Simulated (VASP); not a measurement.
# Zr2BiN2 (P-6m2) in VASP: further runs

Zr2BiN2 is run at these levels: PBE; tasks: single point, relaxation of cell and atoms.

Everything below comes from runs of VASP 6.6.1. Logs are shortened: lines on timing, memory, paths and dates and some standing lists are left out, and cuts for length are marked.

## 1. The cell of the first run

It takes space group P-6m2 (No. 187, hexagonal). The conventional cell has a = 3.700 Å, b = 3.700 Å, c = 7.487 Å, α = 90.00°, β = 90.00°, γ = 120.00°. Zr (site symmetry -6m2) has 3 Zr at 2.14 Å and 6 N at 2.63 Å within 2.8 Å. Within 2.8 Å of Zr (site symmetry -6m2) lie 3 Zr at 2.14 Å and 6 N at 2.63 Å. Within 4.0 Å of Bi (site symmetry -6m2) lie 6 N at 3.07 Å and 6 Bi at 3.70 Å and 2 Zr at 3.74 Å. N (site symmetry 3m) has 6 Zr at 2.63 Å and 3 Bi at 3.07 Å and 1 N at 3.08 Å within 3.5 Å.

## 2. Single point, PBE

INCAR

```
SYSTEM = Zr2BiN2
PREC = Accurate ; ENCUT = 520
EDIFF = 1E-6 ; ISMEAR = 0
SIGMA = 0.1 ; LREAL = .FALSE.
LASPH = .TRUE. ; NELM = 60
ALGO = Normal ; ISIF = 2
LWAVE = .FALSE. ; LCHARG = .TRUE.
GGA = PE ; LELF = .TRUE.
LVHAR = .TRUE. ; NBANDS = 32
```

KPOINTS

```
Automatic mesh
0
G
  6 6 2
  0 0 0
```

POSCAR

```
Zr2BiN2
1.0
    3.6996463800      0.0000000000      0.0000000000
   -1.8498231900      3.2039877500      0.0000000000
    0.0000000000      0.0000000000      7.4868975700
Zr Bi N
2 1 2
Direct
    0.6666666700      0.3333333300      0.0000000000
    0.0000000000      0.0000000000      0.0000000000
    0.0000000000      0.0000000000      0.5000000000
    0.3333333300      0.6666666700      0.2054603200
    0.3333333300      0.6666666700      0.7945396800
```

Potentials or basis: VASP PAW PBE potentials, release 64 (Zr_sv, Bi_d, N).

Launch:

```bash
$ cat potpaw_PBE.64/Zr_sv/POTCAR potpaw_PBE.64/Bi_d/POTCAR potpaw_PBE.64/N/POTCAR > POTCAR
$ mpirun -np 1 vasp_std > vasp.out
```

OUTCAR:

```text
SYSTEM = Zr2BiN2
   PREC = Accurate
   ENCUT = 520
   EDIFF = 1E-6
   ISMEAR = 0
   LREAL = .FALSE.
   LASPH = .TRUE.
   NELM = 60
   ISIF = 2
   GGA = PE

 ion  position               nearest neighbor table
   1  0.667  0.333  0.000-   2 2.14   2 2.14   2 2.14   5 2.63   4 2.63   5 2.63   4 2.63   5 2.63
                             4 2.63
   2  0.000  0.000  0.000-   1 2.14   1 2.14   1 2.14   5 2.63   4 2.63   4 2.63   5 2.63   4 2.63
                             5 2.63   3 3.74   3 3.74
   3  0.000  0.000  0.500-   2 3.74   2 3.74
   4  0.333  0.667  0.205-   1 2.63   2 2.63   1 2.63   2 2.63   2 2.63   1 2.63
   5  0.333  0.667  0.795-   1 2.63   2 2.63   1 2.63   2 2.63   2 2.63   1 2.63

  LATTYP: Found a hexagonal cell.
 ALAT       =     3.6996463800
 C/A-ratio  =     2.0236792388

  Lattice vectors:

 A1 = (   3.6996463800,   0.0000000000,   0.0000000000)
 A2 = (  -1.8498231900,   3.2039877500,   0.0000000000)
 A3 = (   0.0000000000,   0.0000000000,   7.4868975700)

Analysis of symmetry for initial positions (statically):
=====================================================================
 Subroutine PRICEL returns:
 Original cell was already a primitive cell.

 Routine SETGRP: Setting up the symmetry group for a
 hexagonal supercell.

 Subroutine GETGRP returns: Found 12 space group operations
 (whereof 12 operations were pure point group operations)
 out of a pool of 24 trial point group operations.

The static configuration has the point symmetry D_3h.

Analysis of symmetry for dynamics (positions and initial velocities):
=====================================================================
 Subroutine PRICEL returns:
 Original cell was already a primitive cell.

 Routine SETGRP: Setting up the symmetry group for a
 hexagonal supercell.

 Subroutine GETGRP returns: Found 12 space group operations
 (whereof 12 operations were pure point group operations)
 out of a pool of 24 trial point group operations.

The dynamic configuration has the point symmetry D_3h.

 Subroutine INISYM returns: Found 12 space group operations
 (whereof 12 operations are pure point group operations),
 and found     1 'primitive' translations

----------------------------------------------------------------------------------------

                                     Primitive cell

  volume of cell :      88.7469

  direct lattice vectors                    reciprocal lattice vectors
     3.699646380  0.000000000  0.000000000     0.270296103  0.156055528  0.000000000
    -1.849823190  3.203987750  0.000000000     0.000000000  0.312111056  0.000000000
     0.000000000  0.000000000  7.486897570     0.000000000  0.000000000  0.133566673

  length of vectors
     3.699646380  3.699646380  7.486897570     0.312111056  0.312111056  0.133566673

  position of ions in fractional coordinates (direct lattice)
     0.666666670  0.333333330  0.000000000
     0.000000000  0.000000000  0.000000000
     0.000000000  0.000000000  0.500000000
     0.333333330  0.666666670  0.205460320
     0.333333330  0.666666670  0.794539680

  ion indices of the primitive-cell ions
   primitive index   ion index
                 1           1
                 2           2
                 3           3
                 4           4
                 5           5

----------------------------------------------------------------------------------------

 KPOINTS: Automatic mesh

Automatic generation of k-mesh.
 Grid dimensions read from file:
 generate k-points for:    6    6    2

 Generating k-lattice:

  Cartesian coordinates                     Fractional coordinates (reciprocal lattice)
     0.045049351  0.026009255  0.000000000     0.166666667  0.000000000  0.000000000
     0.000000000  0.052018509  0.000000000     0.000000000  0.166666667  0.000000000
     0.000000000  0.000000000  0.066783337     0.000000000  0.000000000  0.500000000

  Length of vectors
     0.052018509  0.052018509  0.066783337

  Shift w.r.t. Gamma in fractional coordinates (k-lattice)
     0.000000000  0.000000000  0.000000000

 Subroutine IBZKPT returns following result:
 ===========================================

 Found     14 irreducible k-points:

 Following reciprocal coordinates:
            Coordinates               Weight
  0.000000  0.000000  0.000000      1.000000
  0.166667  0.000000  0.000000      6.000000
  0.333333 -0.000000  0.000000      6.000000
  0.500000  0.000000  0.000000      3.000000
  0.166667  0.166667  0.000000      6.000000
  0.333333  0.166667  0.000000     12.000000
  0.333333  0.333333  0.000000      2.000000
  0.000000  0.000000  0.500000      1.000000
  0.166667  0.000000  0.500000      6.000000
  0.333333 -0.000000  0.500000      6.000000
  0.500000  0.000000  0.500000      3.000000
  0.166667  0.166667  0.500000      6.000000
  0.333333  0.166667  0.500000     12.000000
  0.333333  0.333333  0.500000      2.000000
   k-points           NKPTS =     14   k-points in BZ     NKDIM =     14   number of bands    NBANDS=     32
   number of dos      NEDOS =    301   number of ions     NIONS =      5
   total plane-waves  NPLWV =  43904
   dimension x,y,z NGX =    28 NGY =   28 NGZ =   56
   dimension x,y,z NGXF=    56 NGYF=   56 NGZF=  112
   ions per type =               2   1   2
   NGX,Y,Z   is equivalent  to a cutoff of  12.58, 12.58, 12.43 a.u.
   NGXF,Y,Z  is equivalent  to a cutoff of  25.16, 25.16, 24.87 a.u.
 SYSTEM =  Zr2BiN2
   PREC   = accura    normal or accurate (medium, high low for compatibility)
   ISTART =      0    job   : 0-new  1-cont  2-samecut
   ICHARG =      2    charge: 1-file 2-atom 10-const
   ISPIN  =      1    spin polarized calculation?
   LNONCOLLINEAR =      F non collinear calculations
   LSORBIT =      F    spin-orbit coupling
   LASPH  =      T    aspherical Exc in radial PAW
   ENCUT  =  520.0 eV  38.22 Ry    6.18 a.u.   6.88  6.88 13.92*2*pi/ulx,y,z
   NELM   =     60;   NELMIN=  2; NELMDL= -5     # of ELM steps
   EDIFF  = 0.1E-05   stopping-criterion for ELM
   LREAL  =      F    real-space projection
   EDIFFG = 0.1E-04   stopping-criterion for IOM
   NSW    =      0    number of steps for IOM
   IBRION =     -1    ionic relax: 0-MD 1-quasi-New 2-CG
   NFREE  =      0    steps in history (QN), initial steepest desc. (CG)
   ISIF   =      2    stress and relaxation
   ISYM   =      2    0-nonsym 1-usesym 2-fastsym
   POTIM  = 0.5000    time-step for ionic-motion
   TEBEG  =    0.0;   TEEND  =   0.0 temperature during run
   PSTRESS=    0.0 pullay stress
   NELECT =      49.0000    total number of electrons
   NUPDOWN=      -1.0000    fix difference up-down
   EMIN   =  10.00;   EMAX   =-10.00  energy-range for DOS
   EFERMI =   0.00;   METHOD = LEGACY
   ISMEAR =     0;   SIGMA  =   0.10  broadening in eV -4-tet -1-fermi 0-gaus
   EFERMI_NEDOS =   21; number of points for ismear=-14 and -15
   IALGO  =     38    algorithm
   IMIX   =      4    mixing-type and parameters
     AMIX     =   0.40;   BMIX     =  1.00
     AMIX_MAG =   1.60;   BMIX_MAG =  1.00
  volume/ion in A,a.u.               =      17.75       119.78
  Fermi-wavevector in a.u.,A,eV,Ry     =   1.343041  2.537979 24.541626  1.803759
  Thomas-Fermi vector in A             =   2.471147
   LORBIT       =      0    0 simple, 1 ext, 2 COOP (PROOUT), +10 PAW based schemes
   GGA     = PE    functional components
   LHFCALC =     F    Hartree Fock is set to
   AEXX    =    0.0000 exact exchange contribution
   IVDW    =     0    specifies the selected vdW correction
   LEPSILON=     F    determine dielectric tensor
   LRPA    =     F    only Hartree local field effects (RPA)
 non-spin polarized calculation
 Gauss-broadening in eV      SIGMA  =   0.10
  energy-cutoff  :      520.00
  volume of cell :       88.75
 maximum number of plane-waves:      2404
 NGX is ok and might be reduce to    28
   NGX = 13   NGY = 13   NGZ = 27

 number of electron      49.0000000 magnetization

 Free energy of the ion-electron system (eV)
  ---------------------------------------------------
  ext. energy  EPLUGINS =         0.00000000
  ---------------------------------------------------
  free energy    TOTEN  =       -26.83815674 eV

  energy without entropy =      -26.80250897  energy(sigma->0) =      -26.82033285

 E-fermi :   7.8474     XC(G=0): -10.8827

 val. band max:        7.8376244568   @ k =   0.3333  -0.0000   0.0000
 cond. band min:       7.9367587612   @ k =   0.3333  -0.0000   0.0000
 fundamental gap:      0.0991343044
 Fermi energy:         7.8473916264

 k-point     1 :       0.0000    0.0000    0.0000
  band No.  band energies     occupation
      1     -42.5749      2.00000
      2     -39.0691      2.00000
      3     -22.3667      2.00000
      4     -22.3667      2.00000
      5     -19.9344      2.00000
      6     -17.4418      2.00000
[... 24 lines left out ...]
     31      12.3548      0.00000
     32      12.3548      0.00000

 k-point     2 :       0.1667    0.0000    0.0000
  band No.  band energies     occupation
      1     -42.4098      2.00000
      2     -39.3385      2.00000
      3     -22.5111      2.00000
      4     -22.0301      2.00000
      5     -19.7998      2.00000
      6     -17.6073      2.00000
[... 24 lines left out ...]
     31      12.6594      0.00000
     32      13.2139      0.00000

 k-point     3 :       0.3333   -0.0000    0.0000
  band No.  band energies     occupation
      1     -41.9663      2.00000
      2     -39.9824      2.00000
      3     -22.7692      2.00000
      4     -21.3133      2.00000
      5     -19.4455      2.00000
      6     -18.0219      2.00000
[... 24 lines left out ...]
     31      11.3823      0.00000
     32      13.1731      0.00000

 k-point     4 :       0.5000    0.0000    0.0000
  band No.  band energies     occupation
      1     -41.5900      2.00000
      2     -40.4551      2.00000
      3     -22.8862      2.00000
      4     -20.9219      2.00000
      5     -19.1521      2.00000
      6     -18.3446      2.00000
[... 304 lines left out ...]
     31      12.0653      0.00000
     32      12.7510      0.00000

 k-point    13 :       0.3333    0.1667    0.5000
  band No.  band energies     occupation
      1     -41.5912      2.00000
      2     -40.4533      2.00000
      3     -23.0418      2.00000
      4     -20.5091      2.00000
      5     -19.1563      2.00000
      6     -18.3396      2.00000
[... 24 lines left out ...]
     31      11.4572      0.00000
     32      12.6178      0.00000

 k-point    14 :       0.3333    0.3333    0.5000
  band No.  band energies     occupation
      1     -41.0683      2.00000
      2     -41.0228      2.00000
      3     -23.2220      2.00000
      4     -19.2004      2.00000
      5     -19.1632      2.00000
      6     -18.7728      2.00000
[... 24 lines left out ...]
     31      11.7749      0.00000
     32      11.9095      0.00000

------------------------ aborting loop because EDIFF is reached ----------------------------------------

  FORCE on cell =-STRESS in cart. coord.  units (eV):
  Direction    XX          YY          ZZ          XY          YZ          ZX
  --------------------------------------------------------------------------------------
  -------------------------------------------------------------------------------------
  Total       21.0203608     21.0203608    -10.9160222      0.0000000      0.0000000     -0.0000000
  in kB      379.4877792    379.4877792   -197.0706909      0.0000000      0.0000000     -0.0000000
  external PRESSURE =     187.3016225 kB  Pullay stress =       0.0000000 kB

 VOLUME and BASIS-vectors are now :
 -----------------------------------------------------------------------------
  energy-cutoff  :      520.00
  volume of cell :       88.75
      direct lattice vectors                 reciprocal lattice vectors
     3.699646380  0.000000000  0.000000000     0.270296103  0.156055528  0.000000000
    -1.849823190  3.203987750  0.000000000     0.000000000  0.312111056  0.000000000
     0.000000000  0.000000000  7.486897570     0.000000000  0.000000000  0.133566673

 POSITION                                       TOTAL-FORCE (eV/Angst)
 -----------------------------------------------------------------------------------
      1.84982      1.06800      0.00000        -0.000000      0.000000      0.000000
      0.00000      0.00000      0.00000        -0.000000      0.000000      0.000000
      0.00000      0.00000      3.74345        -0.000000      0.000000      0.000000
     -0.00000      2.13599      1.53826         0.000000     -0.000000     -1.512258
     -0.00000      2.13599      5.94864         0.000000     -0.000000      1.512258
 -----------------------------------------------------------------------------------
    total drift:                               -0.000001      0.000001     -0.000000

  FREE ENERGIE OF THE ION-ELECTRON SYSTEM (eV)
  ---------------------------------------------------
  free  energy   TOTEN  =       -26.8381567350 eV

  energy  without entropy=      -26.8025089714  energy(sigma->0) =      -26.82033285
```

It took 32 s on 1 thread of Intel Xeon 6975P-C (Granite Rapids), shared host; peak memory 0.2 GiB.

Results:

* Free energy: -26.8382 eV
* Pressure: 18.7 GPa
* Largest force: 1.512 eV/Å

Forces on the atoms (eV/Å):
```
Zr   0.000  0.000  0.000
Zr   0.000  0.000  0.000
Bi   0.000  0.000  0.000
N    0.000  0.000 -1.512
N    0.000  0.000  1.512
```

Stress tensor (GPa, compression positive):
```
 37.95   0.00   0.00
  0.00  37.95   0.00
  0.00   0.00 -19.71
```

Caveat: the k points lie up to 0.42 Å⁻¹ apart; spin-orbit coupling is left out, which moves the levels of the heavy elements; forces of over 1 eV/Å act on the atoms, so gaps and moduli don't describe the material at rest.

[end of part 1 of 2]
